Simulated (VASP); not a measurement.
# GaH2 (Fm-3m) in VASP: further runs

Runs on GaH2. Level: PBE. Tasks: single point, relaxation of cell and atoms.

Everything below comes from runs of VASP 6.6.1. Logs are shortened: lines on timing, memory, paths and dates and some standing lists are left out, and cuts for length are marked.

## (1) The cell of the first run

The structure is cubic, space group Fm-3m (No. 225). Conventional cell: a = 4.882 Å, b = 4.882 Å, c = 4.882 Å, α = 90.00°, β = 90.00°, γ = 90.00°. Within 2.8 Å of Ga (site symmetry m-3m) lie 8 H at 2.11 Å. Within 2.8 Å of H (site symmetry -43m) lie 4 Ga at 2.11 Å and 6 H at 2.44 Å.

## (2) Single point, PBE

The input, INCAR:

```
SYSTEM = GaH2
  PREC = Accurate
  ENCUT = 520
  EDIFF = 1E-7
  ISMEAR = 0
  SIGMA = 0.1
  LREAL = .FALSE.
  LASPH = .TRUE.
  NELM = 100
  ALGO = Normal
  ISIF = 2
  LWAVE = .FALSE.
  LCHARG = .FALSE.
  GGA = PE
  NBANDS = 14
```

The input, KPOINTS:

```
regular mesh
0
G
  6 6 6
  0 0 0
```

The input, POSCAR:

```
GaH2
1.0
    0.0000000000      2.4409490092      2.4409490092
    2.4409490092      0.0000000000      2.4409490092
    2.4409490092      2.4409490092      0.0000000000
Ga H
1 2
Direct
    0.0000000000      0.0000000000      0.0000000000
    0.2500000000      0.2500000000      0.2500000000
    0.7500000000      0.7500000000      0.7500000000
```

Potentials or basis: VASP PAW PBE potentials, release 64 (Ga_d, H).

Run with:

```sh
> cat potpaw_PBE.64/Ga_d/POTCAR potpaw_PBE.64/H/POTCAR > POTCAR
> mpirun -np 1 vasp_std > vasp.out
```

OUTCAR:

```text
SYSTEM = GaH2
   PREC = Accurate
   ENCUT = 520
   EDIFF = 1E-7
   ISMEAR = 0
   LREAL = .FALSE.
   LASPH = .TRUE.
   NELM = 100
   ISIF = 2
   GGA = PE

 ion  position               nearest neighbor table
   1  0.000  0.000  0.000-
   2  0.250  0.250  0.250-
   3  0.750  0.750  0.750-

  LATTYP: Found a face centered cubic cell.
 ALAT       =     4.8818980184

  Lattice vectors:

 A1 = (   0.0000000000,   2.4409490092,   2.4409490092)
 A2 = (   2.4409490092,   0.0000000000,   2.4409490092)
 A3 = (   2.4409490092,   2.4409490092,   0.0000000000)

Analysis of symmetry for initial positions (statically):
=====================================================================
 Subroutine PRICEL returns:
 Original cell was already a primitive cell.

 Routine SETGRP: Setting up the symmetry group for a
 face centered cubic supercell.

 Subroutine GETGRP returns: Found 48 space group operations
 (whereof 48 operations were pure point group operations)
 out of a pool of 48 trial point group operations.

The static configuration has the point symmetry O_h .

Analysis of symmetry for dynamics (positions and initial velocities):
=====================================================================
 Subroutine PRICEL returns:
 Original cell was already a primitive cell.

 Routine SETGRP: Setting up the symmetry group for a
 face centered cubic supercell.

 Subroutine GETGRP returns: Found 48 space group operations
 (whereof 48 operations were pure point group operations)
 out of a pool of 48 trial point group operations.

The dynamic configuration has the point symmetry O_h .

 Subroutine INISYM returns: Found 48 space group operations
 (whereof 48 operations are pure point group operations),
 and found     1 'primitive' translations

----------------------------------------------------------------------------------------

                                     Primitive cell

  volume of cell :      29.0875

  direct lattice vectors                    reciprocal lattice vectors
     0.000000000  2.440949009  2.440949009    -0.204838363  0.204838363  0.204838363
     2.440949009  0.000000000  2.440949009     0.204838363 -0.204838363  0.204838363
     2.440949009  2.440949009  0.000000000     0.204838363  0.204838363 -0.204838363

  length of vectors
     3.452023194  3.452023194  3.452023194     0.354790453  0.354790453  0.354790453

  position of ions in fractional coordinates (direct lattice)
     0.000000000  0.000000000  0.000000000
     0.250000000  0.250000000  0.250000000
     0.750000000  0.750000000  0.750000000

  ion indices of the primitive-cell ions
   primitive index   ion index
[... 80 lines left out ...]
   EFERMI =   0.00;   METHOD = LEGACY
   ISMEAR =     0;   SIGMA  =   0.10  broadening in eV -4-tet -1-fermi 0-gaus
   EFERMI_NEDOS =   21; number of points for ismear=-14 and -15
   IALGO  =     38    algorithm
   IMIX   =      4    mixing-type and parameters
     AMIX     =   0.40;   BMIX     =  1.00
     AMIX_MAG =   1.60;   BMIX_MAG =  1.00
  volume/ion in A,a.u.               =       9.70        65.43
  Fermi-wavevector in a.u.,A,eV,Ry     =   1.312814  2.480859 23.449378  1.723481
  Thomas-Fermi vector in A             =   2.443180
   LORBIT       =      0    0 simple, 1 ext, 2 COOP (PROOUT), +10 PAW based schemes
   GGA     = PE    functional components
   LHFCALC =     F    Hartree Fock is set to
   AEXX    =    0.0000 exact exchange contribution
   IVDW    =     0    specifies the selected vdW correction
   LEPSILON=     F    determine dielectric tensor
   LRPA    =     F    only Hartree local field effects (RPA)
 non-spin polarized calculation
 Gauss-broadening in eV      SIGMA  =   0.10
  energy-cutoff  :      520.00
  volume of cell :       29.09
 maximum number of plane-waves:       797
 NGX is ok and might be reduce to    28
   NGX = 13   NGY = 13   NGZ = 13

 number of electron      15.0000000 magnetization

 Free energy of the ion-electron system (eV)
  ---------------------------------------------------
  ext. energy  EPLUGINS =         0.00000000
  ---------------------------------------------------
  free energy    TOTEN  =        -8.31852813 eV

  energy without entropy =       -8.31460142  energy(sigma->0) =       -8.31656477

 E-fermi :   3.7593     XC(G=0): -10.0496

 val. band max:        3.4682445649   @ k =   0.1667   0.1667   0.0000
 cond. band min:       3.8277244809   @ k =  -0.3333   0.1667   0.0000
 fundamental gap:      0.3594799160
 Fermi energy:         3.7593174372

 k-point     1 :       0.0000    0.0000    0.0000
  band No.  band energies     occupation
      1     -11.4607      2.00000
      2     -11.4607      2.00000
      3     -11.4607      2.00000
      4     -11.4058      2.00000
      5     -11.4058      2.00000
      6      -7.7926      2.00000
      7       4.2392      0.00000
      8      10.9059      0.00000
      9      10.9059      0.00000
     10      10.9059      0.00000
     11      12.2601      0.00000
     12      13.9127      0.00000
     13      13.9127      0.00000
     14      13.9127      0.00000
[... 241 lines left out ...]
      1     -11.5250      2.00000
      2     -11.4522      2.00000
      3     -11.4238      2.00000
      4     -11.3858      2.00000
      5     -11.3675      2.00000
      6      -2.0501      2.00000
      7      -0.3596      2.00000
      8      -0.0524      2.00000
      9       4.3600      0.00000
     10       8.9753      0.00000
     11      12.6160      0.00000
     12      14.0268      0.00000
     13      19.0547      0.00000
     14      23.1777      0.00000

------------------------ aborting loop because EDIFF is reached ----------------------------------------

  FORCE on cell =-STRESS in cart. coord.  units (eV):
  Direction    XX          YY          ZZ          XY          YZ          ZX
  --------------------------------------------------------------------------------------
  -------------------------------------------------------------------------------------
  Total       -0.5178284     -0.5178284     -0.5178284      0.0000000     -0.0000000      0.0000000
  in kB      -28.5226780    -28.5226780    -28.5226780      0.0000000     -0.0000000      0.0000000
  external PRESSURE =     -28.5226780 kB  Pullay stress =       0.0000000 kB

 VOLUME and BASIS-vectors are now :
 -----------------------------------------------------------------------------
  energy-cutoff  :      520.00
  volume of cell :       29.09
      direct lattice vectors                 reciprocal lattice vectors
     0.000000000  2.440949009  2.440949009    -0.204838363  0.204838363  0.204838363
     2.440949009  0.000000000  2.440949009     0.204838363 -0.204838363  0.204838363
     2.440949009  2.440949009  0.000000000     0.204838363  0.204838363 -0.204838363

 POSITION                                       TOTAL-FORCE (eV/Angst)
 -----------------------------------------------------------------------------------
      0.00000      0.00000      0.00000        -0.000000     -0.000000     -0.000000
      1.22047      1.22047      1.22047         0.000000     -0.000000     -0.000000
      3.66142      3.66142      3.66142         0.000000      0.000000      0.000000
 -----------------------------------------------------------------------------------
    total drift:                               -0.000000     -0.000000      0.000000

  FREE ENERGIE OF THE ION-ELECTRON SYSTEM (eV)
  ---------------------------------------------------
  free  energy   TOTEN  =        -8.3185281279 eV

  energy  without entropy=       -8.3146014194  energy(sigma->0) =       -8.31656477
```

stdout:

```text
POSCAR found type information on POSCAR GaH
 POSCAR found :  2 types and       3 ions
 scaLAPACK will be used
 LDA part: xc-table for (Slater+PW92), standard interpolation
 POSCAR, INCAR and KPOINTS ok, starting setup
 FFT: planning ... GRIDC
 FFT: planning ... GRID_SOFT
 FFT: planning ... GRID
 WAVECAR not read
 entering main loop
```

Wall time 12 s (1 thread of Oxide Virtual Turin-like, shared host); peak memory 0.12 GiB.

What came out:

- Free energy: -8.3185 eV
- Pressure: -2.9 GPa
- Band gap on the k mesh: zero (an odd number of electrons rules out a gap without spin polarisation)

Caveat: the k points lie up to 0.37 Å⁻¹ apart, too coarse for converged energies and pressures of a metal.

## (3) Single point, PBE

This run uses another cell than the first one, of 9.30 Å³/atom.

The input, INCAR:

```
SYSTEM = GaH2
PREC = Accurate ; ENCUT = 520
EDIFF = 1E-6 ; ISMEAR = 0
SIGMA = 0.1 ; LREAL = .False.
LASPH = .True. ; NELM = 80
ALGO = Normal ; ISIF = 2
LWAVE = .False. ; LCHARG = .False.
GGA = PE ; NBANDS = 14
```

The input, KPOINTS:

```
regular mesh
0
Gamma
  16 16 16
  0 0 0
```

The input, POSCAR:

```
GaH2
1.0
    0.0000000000      2.4068405250      2.4068405250
    2.4068405250      0.0000000000      2.4068405250
    2.4068405250      2.4068405250      0.0000000000
Ga H
1 2
Direct
    0.0000000000      0.0000000000      0.0000000000
    0.2500000000      0.2500000000      0.2500000000
    0.7500000000      0.7500000000      0.7500000000
```

Potentials or basis: VASP PAW PBE potentials, release 64 (Ga_d, H).

Run with:

```sh
> cat potpaw_PBE.64/Ga_d/POTCAR potpaw_PBE.64/H/POTCAR > POTCAR
> mpirun -np 1 vasp_std > vasp.out
```

It took 59 s on 1 thread of Oxide Virtual Turin-like, shared host; peak memory 0.16 GiB.

The run converged. Its results:

| Item | Value |
| --- | --- |
| Free energy | -8.3254 eV |
| Pressure | 0.0 GPa |
| Band gap on the k mesh | zero (an odd number of electrons rules out a gap without spin polarisation) |

Levels at points of the mesh, in eV from the Fermi level:
| k point | band 4 | band 5 | band 6 | band 7 | band 8 | band 9 | band 10 | band 11 |
| --- | --- | --- | --- | --- | --- | --- | --- | --- |
| (0.00, 0.00, 0.00) | -14.82 | -14.82 | -11.60 | 0.79 | 7.74 | 7.74 | 7.74 | 9.38 |
| (0.50, 0.00, 0.00) | -14.78 | -14.78 | -7.34 | -6.34 | 3.30 | 5.75 | 5.75 | 6.55 |
| (0.50, 0.50, 0.00) | -14.77 | -14.77 | -6.47 | -4.02 | -1.59 | 2.43 | 2.43 | 6.04 |

## (4) Relaxation of cell and atoms, PBE

The input, INCAR:

```
PREC     = Accurate       # precision mode
ENCUT    = 600            # plane-wave cutoff, eV
EDIFF    = 1E-6           # SCF threshold, eV
ISMEAR   = 0              # smearing method
SIGMA    = 0.1            # smearing width, eV
LREAL    = F              # projectors in reciprocal space
LASPH    = T              # aspherical terms in the spheres
NELM     = 60             # most SCF steps
ALGO     = Normal         # electronic algorithm
ISIF     = 3              # what is computed and relaxed
LWAVE    = F              # write WAVECAR
LCHARG   = F              # write CHGCAR
GGA      = PE             # functional
IBRION   = 2              # ionic algorithm
NSW      = 100            # ionic steps
EDIFFG   = -0.01          # ionic threshold
```

The input, KPOINTS:

```
Automatic mesh
0
Gamma
  16 16 16
```

The input, POSCAR:

```
GaH2
1.0
    0.0000000000      2.4409490092      2.4409490092
    2.4409490092      0.0000000000      2.4409490092
    2.4409490092      2.4409490092      0.0000000000
Ga H
1 2
Direct
    0.0000000000      0.0000000000      0.0000000000
    0.2500000000      0.2500000000      0.2500000000
    0.7500000000      0.7500000000      0.7500000000
```

Potentials or basis: VASP PAW PBE potentials, release 64 (Ga_d, H).

Run with:

```sh
> cat potpaw_PBE.64/Ga_d/POTCAR potpaw_PBE.64/H/POTCAR > POTCAR
> mpirun -np 1 vasp_std > vasp.out
```

OUTCAR:

```text
PREC = Accurate
   ENCUT = 600
   EDIFF = 1E-6
   ISMEAR = 0
   LREAL = F
   LASPH = T
   NELM = 60
   ISIF = 3
   GGA = PE
   IBRION = 2
   NSW = 100
   EDIFFG = -0.01

 ion  position               nearest neighbor table
   1  0.000  0.000  0.000-
   2  0.250  0.250  0.250-
   3  0.750  0.750  0.750-

  LATTYP: Found a face centered cubic cell.
 ALAT       =     4.8818980184

  Lattice vectors:

 A1 = (   0.0000000000,   2.4409490092,   2.4409490092)
 A2 = (   2.4409490092,   0.0000000000,   2.4409490092)
 A3 = (   2.4409490092,   2.4409490092,   0.0000000000)

Analysis of symmetry for initial positions (statically):
=====================================================================
 Subroutine PRICEL returns:
 Original cell was already a primitive cell.

 Routine SETGRP: Setting up the symmetry group for a
 face centered cubic supercell.

 Subroutine GETGRP returns: Found 48 space group operations
 (whereof 48 operations were pure point group operations)
 out of a pool of 48 trial point group operations.

The static configuration has the point symmetry O_h .

Analysis of symmetry for dynamics (positions and initial velocities):
=====================================================================
[... 234 lines left out ...]

 number of electron      14.9999993 magnetization

 Free energy of the ion-electron system (eV)
  ---------------------------------------------------
  ext. energy  EPLUGINS =         0.00000000
  ---------------------------------------------------
  free energy    TOTEN  =        -8.32635223 eV

  energy without entropy =       -8.32439586  energy(sigma->0) =       -8.32537405

 E-fermi :   3.7805     XC(G=0): -10.2378

 val. band max:        3.7709987465   @ k =  -0.3750   0.1875   0.0000
 cond. band min:       3.7984570033   @ k =   0.3750   0.3125   0.0625
 fundamental gap:      0.0274582568
 Fermi energy:         3.7805142091

 k-point     1 :       0.0000    0.0000    0.0000
  band No.  band energies     occupation
      1     -11.0989      2.00000
      2     -11.0989      2.00000
      3     -11.0989      2.00000
      4     -11.0355      2.00000
      5     -11.0355      2.00000
      6      -7.8075      2.00000
      7       4.5686      0.00000
      8      11.5130      0.00000
      9      11.5130      0.00000
     10      11.5130      0.00000
     11      13.1451      0.00000
[... 309 lines left out ...]
 k-point    24 :      -0.0625    0.0625    0.0000
  band No.  band energies     occupation
      1     -11.1051      2.00000
      2     -11.0944      2.00000
      3     -11.0924      2.00000
      4     -11.0378      2.00000
      5     -11.0340      2.00000
      6      -7.6127      2.00000
      7       4.2703      0.00000
      8       9.5921      0.00000
      9      10.6460      0.00000
     10      11.5027      0.00000
     11      13.1290      0.00000

 [... further k-points ...]

------------------------ aborting loop because EDIFF is reached ----------------------------------------

  FORCE on cell =-STRESS in cart. coord.  units (eV):
  Direction    XX          YY          ZZ          XY          YZ          ZX
  --------------------------------------------------------------------------------------
  -------------------------------------------------------------------------------------
  Total       -0.0105275     -0.0105275     -0.0105275      0.0000000      0.0000000      0.0000000
  in kB       -0.6043267     -0.6043267     -0.6043267      0.0000000      0.0000000      0.0000000
  external PRESSURE =      -0.6043267 kB  Pullay stress =       0.0000000 kB
[... 18 lines left out ...]
  FREE ENERGIE OF THE ION-ELECTRON SYSTEM (eV)
  ---------------------------------------------------
  free  energy   TOTEN  =        -8.3263522346 eV

  energy  without entropy=       -8.3243958649  energy(sigma->0) =       -8.32537405

 reached required accuracy - stopping structural energy minimisation
```

CONTCAR:

```text
GaH2
   1.00000000000000
     0.0000000000000000    2.4075647934746569    2.4075647934746569
     2.4075647934746569    0.0000000000000000    2.4075647934746569
     2.4075647934746569    2.4075647934746569   -0.0000000000000000
  Ga              H
     1     2
Direct
     0.0000000000000000    0.0000000000000000    0.0000000000000000
     0.2500000000000000    0.2500000000000000    0.2500000000000000
     0.7500000000000000    0.7500000000000000    0.7500000000000000

  0.00000000E+00  0.00000000E+00  0.00000000E+00
  0.00000000E+00  0.00000000E+00  0.00000000E+00
  0.00000000E+00  0.00000000E+00  0.00000000E+00
```

Run time: 2 min. Hardware: 1 thread of Oxide Virtual Turin-like, shared host; peak memory 0.18 GiB.

What came out:

```
Free energy                           : -8.3264 eV
Relaxed volume                        : 9.30 Å³/atom
Relaxed cell                          : a = 3.405 Å, b = 3.405 Å, c = 3.405 Å, α = 60.00°, β = 60.00°, γ = 60.00°
Space group after relaxing (to 0.1 Å) : Fm-3m (No. 225)
Energy gained by relaxing             : 3.2 meV/atom
Ionic steps                           : 3
Pressure after relaxing               : -0.1 GPa
Band gap on the k mesh                : zero (an odd number of electrons rules out a gap without spin polarisation)
```

The path:
```
step  energy change (eV)  largest force (eV/Å)  pressure (GPa)  volume (Å³)
   1              0.0000                0.0000           -2.44        29.09
   2             -0.0072                0.0000           -1.27        28.47
   3             -0.0095                0.0000           -0.06        27.91
```

Final structure:
```xyz
3
Lattice="0.0000 2.4076 2.4076 2.4076 0.0000 2.4076 2.4076 2.4076 0.0000" Properties=species:S:1:pos:R:3 pbc="T T T"
Ga    0.0000    0.0000    0.0000
H     1.2038    1.2038    1.2038
H     3.6113    3.6113    3.6113
```

## (5) Overview

| task | cell | k mesh | cutoff (eV) | gap on the mesh (eV) | pressure (GPa) |
| --- | --- | --- | --- | --- | --- |
| single point | a = 3.452 Å, angles 60.0°, 3 atoms | 6 × 6 × 6 | 520 | none | -2.9 |
| single point | a = 3.404 Å, angles 60.0°, 3 atoms | 16 × 16 × 16 | 520 | none | 0.0 |
| relaxation of cell and atoms | relaxed from a = 3.452 Å, angles 60.0°, 3 atoms | 16 × 16 × 16 | 600 | none | -0.1 |

Alike in all rows: level PBE; potentials or basis VASP PAW PBE potentials, release 64 (Ga_d, H); no spin polarisation; smearing gaussian 0.1 eV.

Caveats: some runs use coarse meshes.

Absolute energies hang on the potentials; compare differences alone.

The gap in the log of VASP goes by the Fermi energy; the results here count the filled bands.